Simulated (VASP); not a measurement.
# C in VASP: a series of runs

C is run at these levels: PBE; tasks: single point.

Everything below comes from runs of VASP 6.6.1. Logs are shortened: lines on timing, memory, paths and dates and some standing lists are left out, and cuts for length are marked.

### Step 1. The cell of the first run

The structure is monoclinic, space group C2/m (No. 12). Conventional cell: a = 4.338 Å, b = 2.505 Å, c = 3.838 Å, α = 90.00°, β = 111.49°, γ = 90.00°. Within 1.9 Å of C (site symmetry m) lie 3 C at 1.45 Å.

### Step 2. Single point, PBE (volume scaled by 1.06)

File INCAR:

```
SYSTEM = C
PREC = Accurate ; ENCUT = 520
EDIFF = 1E-6 ; ISMEAR = -1
SIGMA = 0.05 ; LREAL = .FALSE.
LASPH = .TRUE. ; NELM = 80
ALGO = Normal ; ISIF = 2
LWAVE = .FALSE. ; LCHARG = .TRUE.
GGA = PE ; LELF = .TRUE.
LVHAR = .TRUE. ; NBANDS = 11
```

File KPOINTS:

```
regular mesh
0
G
  13 13 8
  0 0 0
```

File POSCAR:

```
C
1.0
    2.1690430626     -1.2523725254      0.0000000000
    2.1690430626      1.2523725254      0.0000000000
   -1.4061170787      0.0000000000      3.5715304629
C
2
Direct
    0.1666444700      0.1666444700      0.9999069600
    0.8333555300      0.8333555300      0.0000930400
```

Potentials or basis: VASP PAW PBE potentials, release 64 (C).

Launch:

```console
$ cat potpaw_PBE.64/C/POTCAR > POTCAR
$ mpirun -np 1 vasp_std > vasp.out
```

OUTCAR:

```text
SYSTEM = C
   PREC = Accurate
   ENCUT = 520
   EDIFF = 1E-6
   ISMEAR = -1
   LREAL = .FALSE.
   LASPH = .TRUE.
   NELM = 80
   ISIF = 2
   GGA = PE

 ion  position               nearest neighbor table
   1  0.167  0.167  1.000-   2 1.45   2 1.45   2 1.45
   2  0.833  0.833  0.000-   1 1.45   1 1.45   1 1.45

  LATTYP: Found a base centered monoclinic cell.
 ALAT       =     4.3380861252
 B/A-ratio  =     0.5773848141
 C/A-ratio  =     0.8848045598
 COS(beta)  =    -0.3663329314

  Lattice vectors:

 A1 = (   2.1690430626,  -1.2523725254,   0.0000000000)
 A2 = (   2.1690430626,   1.2523725254,   0.0000000000)
 A3 = (  -1.4061170787,   0.0000000000,   3.5715304629)

Analysis of symmetry for initial positions (statically):
=====================================================================
 Subroutine PRICEL returns:
 Original cell was already a primitive cell.

 Routine SETGRP: Setting up the symmetry group for a
 base centered monoclinic supercell.

 Subroutine GETGRP returns: Found  4 space group operations
 (whereof  4 operations were pure point group operations)
 out of a pool of  4 trial point group operations.

The static configuration has the point symmetry C_2h.

Analysis of symmetry for dynamics (positions and initial velocities):
=====================================================================
 Subroutine PRICEL returns:
 Original cell was already a primitive cell.

 Routine SETGRP: Setting up the symmetry group for a
 base centered monoclinic supercell.

 Subroutine GETGRP returns: Found  4 space group operations
 (whereof  4 operations were pure point group operations)
 out of a pool of  4 trial point group operations.

The dynamic configuration has the point symmetry C_2h.

 Subroutine INISYM returns: Found  4 space group operations
 (whereof  4 operations are pure point group operations),
 and found     1 'primitive' translations

----------------------------------------------------------------------------------------

                                     Primitive cell

  volume of cell :      19.4038

  direct lattice vectors                    reciprocal lattice vectors
     2.169043063 -1.252372525  0.000000000     0.230516401 -0.399242230  0.090754664
     2.169043063  1.252372525  0.000000000     0.230516401  0.399242230  0.090754664
    -1.406117079  0.000000000  3.571530463     0.000000000  0.000000000  0.279992012

  length of vectors
     2.504632658  2.504632658  3.838358384     0.469860169  0.469860169  0.279992012

[... 82 lines left out ...]
   EDIFFG = 0.1E-04   stopping-criterion for IOM
   NSW    =      0    number of steps for IOM
   IBRION =     -1    ionic relax: 0-MD 1-quasi-New 2-CG
   NFREE  =      0    steps in history (QN), initial steepest desc. (CG)
   ISIF   =      2    stress and relaxation
   ISYM   =      2    0-nonsym 1-usesym 2-fastsym
   POTIM  = 0.5000    time-step for ionic-motion
   TEBEG  =    0.0;   TEEND  =   0.0 temperature during run
   PSTRESS=    0.0 pullay stress
   NELECT =       8.0000    total number of electrons
   NUPDOWN=      -1.0000    fix difference up-down
   EMIN   =  10.00;   EMAX   =-10.00  energy-range for DOS
   EFERMI =   0.00;   METHOD = LEGACY
   ISMEAR =    -1;   SIGMA  =   0.05  broadening in eV -4-tet -1-fermi 0-gaus
   EFERMI_NEDOS =   21; number of points for ismear=-14 and -15
   IALGO  =     38    algorithm
   IMIX   =      4    mixing-type and parameters
     AMIX     =   0.40;   BMIX     =  1.00
     AMIX_MAG =   1.60;   BMIX_MAG =  1.00
  volume/ion in A,a.u.               =       9.70        65.47
  Fermi-wavevector in a.u.,A,eV,Ry     =   1.218455  2.302546 20.199651  1.484632
  Thomas-Fermi vector in A             =   2.353741
   LORBIT       =      0    0 simple, 1 ext, 2 COOP (PROOUT), +10 PAW based schemes
   GGA     = PE    functional components
   LHFCALC =     F    Hartree Fock is set to
   AEXX    =    0.0000 exact exchange contribution
   IVDW    =     0    specifies the selected vdW correction
   LEPSILON=     F    determine dielectric tensor
   LRPA    =     F    only Hartree local field effects (RPA)
 non-spin polarized calculation
  energy-cutoff  :      520.00
  volume of cell :       19.40
 maximum number of plane-waves:       535
   NGX =  9   NGY =  9   NGZ = 15

 number of electron       8.0000000 magnetization

 Free energy of the ion-electron system (eV)
  ---------------------------------------------------
  ext. energy  EPLUGINS =         0.00000000
  ---------------------------------------------------
  free energy    TOTEN  =       -18.41230831 eV

  energy without entropy =      -18.41230688  energy(sigma->0) =      -18.41230760

 E-fermi :   3.9269     XC(G=0):  -9.8019

 val. band max:        3.4874894103   @ k =  -0.3077   0.3077   0.0000
 cond. band min:       4.3959658153   @ k =  -0.3077   0.3846   0.3750
 fundamental gap:      0.9084764050
 Fermi energy:         3.9269286014

 k-point     1 :       0.0000    0.0000    0.0000
  band No.  band energies     occupation
      1     -15.3518      2.00000
      2      -2.6576      2.00000
      3       0.8383      2.00000
      4       0.8415      2.00000
      5       7.8800      0.00000
      6      11.9141      0.00000
      7      11.9159      0.00000
      8      14.6908      0.00000
      9      15.4046      0.00000
     10      25.9365      0.00000
     11      27.2052      0.00000
[... 309 lines left out ...]
 k-point    24 :       0.4615    0.1538    0.0000
  band No.  band energies     occupation
      1     -11.5860      2.00000
      2      -6.6922      2.00000
      3      -3.5832      2.00000
      4       0.9152      2.00000
      5       7.1711      0.00000
      6      13.2170      0.00000
      7      13.6721      0.00000
      8      16.9803      0.00000
      9      18.5272      0.00000
     10      21.5191      0.00000
     11      25.1009      0.00000

 [... further k-points ...]
[... 5 lines left out ...]
  --------------------------------------------------------------------------------------
  -------------------------------------------------------------------------------------
  Total       -1.9713233     -1.9792942      0.2000111      0.0000000      0.0000000     -0.0028745
  in kB     -162.7730019   -163.4311667     16.5149994      0.0000000      0.0000000     -0.2373528
  external PRESSURE =    -103.2297231 kB  Pullay stress =       0.0000000 kB

 VOLUME and BASIS-vectors are now :
 -----------------------------------------------------------------------------
  energy-cutoff  :      520.00
  volume of cell :       19.40
      direct lattice vectors                 reciprocal lattice vectors
     2.169043063 -1.252372525  0.000000000     0.230516401 -0.399242230  0.090754664
     2.169043063  1.252372525  0.000000000     0.230516401  0.399242230  0.090754664
    -1.406117079  0.000000000  3.571530463     0.000000000  0.000000000  0.279992012

 POSITION                                       TOTAL-FORCE (eV/Angst)
 -----------------------------------------------------------------------------------
     -0.68307      0.00000      3.57120        -0.002218      0.000000      0.004601
      3.61504      0.00000      0.00033         0.002218      0.000000     -0.004601
 -----------------------------------------------------------------------------------
    total drift:                               -0.000000      0.000000      0.000000

  FREE ENERGIE OF THE ION-ELECTRON SYSTEM (eV)
  ---------------------------------------------------
  free  energy   TOTEN  =       -18.4123083142 eV

  energy  without entropy=      -18.4123068836  energy(sigma->0) =      -18.41230760
```

OSZICAR:

```text
N       E                     dE             d eps       ncg     rms          rms(c)
DAV:   1     0.887347719600E+00    0.88735E+00   -0.40294E+03  8266   0.641E+02
DAV:   2    -0.189665753370E+02   -0.19854E+02   -0.19105E+02 10806   0.117E+02
DAV:   3    -0.194450305551E+02   -0.47846E+00   -0.47738E+00 10286   0.149E+01
DAV:   4    -0.194470095555E+02   -0.19790E-02   -0.19788E-02  9665   0.115E+00
DAV:   5    -0.194470181712E+02   -0.86156E-05   -0.86153E-05 10391   0.699E-02    0.594E+00
DAV:   6    -0.186628787021E+02    0.78414E+00   -0.65496E-01  9590   0.464E+00    0.346E+00
DAV:   7    -0.184087441406E+02    0.25413E+00   -0.76812E-01  9851   0.506E+00    0.939E-01
DAV:   8    -0.184124293206E+02   -0.36852E-02   -0.19017E-02  9069   0.863E-01    0.108E-01
DAV:   9    -0.184122265538E+02    0.20277E-03   -0.50403E-04  9971   0.141E-01    0.545E-02
DAV:  10    -0.184123080674E+02   -0.81514E-04   -0.15481E-04  9190   0.830E-02    0.265E-02
DAV:  11    -0.184123083142E+02   -0.24676E-06   -0.71952E-06 10020   0.154E-02
   1 F= -.18412308E+02 E0= -.18412308E+02  d E =-.143056E-05
```

Wall time 27 s (1 thread of Intel Xeon 6975P-C (Granite Rapids), shared host); peak memory 0.17 GiB.

Results:

| Property | Result |
| --- | --- |
| Free energy | -18.4123 eV |
| Pressure | -10.3 GPa |
| Largest force | 0.005 eV/Å |
| Band gap on the k mesh | 0.91 eV, indirect (least direct gap 0.92 eV) |

Forces in eV/Å, atoms in the order of the input:
```
C   -0.002  0.000  0.005
C    0.002  0.000 -0.005
```

Stress tensor (GPa, compression positive):
```
-16.28   0.00  -0.02
  0.00 -16.34   0.00
 -0.02   0.00   1.65
```

Caveat: this functional lacks dispersion, which binds the layers, so the pressure and a relaxed spacing across them are unreliable. A k mesh can miss the band edges.

### Step 3. Single point, PBE (atoms moved at random)

File INCAR:

```
SYSTEM = C
PREC = Accurate
ENCUT = 520
EDIFF = 1E-6
ISMEAR = -1
SIGMA = 0.05
LREAL = .False.
LASPH = .True.
NELM = 100
ALGO = Normal
ISIF = 2
LWAVE = .False.
LCHARG = .False.
GGA = PE
NBANDS = 11
```

File KPOINTS:

```
Automatic mesh
0
Gamma
  13 13 8
  0 0 0
```

File POSCAR:

```
C
1.0
    2.1273203072     -1.2282824400      0.0000000000
    2.1273203072      1.2282824400      0.0000000000
   -1.3790696309      0.0000000000      3.5028300786
C
2
Direct
    0.1515330000      0.1857670000      1.0020710000
    0.8376840000      0.8408800000      0.0065240000
```

Potentials or basis: VASP PAW PBE potentials, release 64 (C).

Launch:

```console
$ cat potpaw_PBE.64/C/POTCAR > POTCAR
$ mpirun -np 1 vasp_std > vasp.out
```

It took 40 s on 1 thread of Intel Xeon 6975P-C (Granite Rapids), shared host; peak memory 0.21 GiB.

It converged, with:

| Property | Result |
| --- | --- |
| Free energy | -18.3900 eV |
| Pressure | 4.9 GPa |
| Largest force | 2.146 eV/Å |
| Band gap on the k mesh | 0.50 eV, direct |

Forces in eV/Å, atoms in the order of the input:
```
C    0.519 -2.068  0.249
C   -0.519  2.068 -0.249
```

Stress tensor (GPa, compression positive):
```
 7.52  4.27 -0.10
 4.27  5.09  0.30
-0.10  0.30  2.05
```

Levels at points of the mesh, in eV from the valence-band top:
| k point | band 1 | band 2 | band 3 | band 4 | band 5 | band 6 | band 7 | band 8 |
| --- | --- | --- | --- | --- | --- | --- | --- | --- |
| (0.00, 0.00, 0.00) | -19.48 | -6.63 | -3.38 | -2.17 | 4.13 | 7.85 | 9.43 | 11.74 |
| (0.00, 0.00, 0.50) | -19.27 | -8.20 | -3.39 | -2.18 | 7.82 | 9.39 | 9.76 | 11.88 |

Caveat: the cell differs from its parent crystal (atoms moved at random); forces of over 1 eV/Å act on the atoms, so gaps and moduli don't describe the material at rest. A k mesh can miss the band edges.
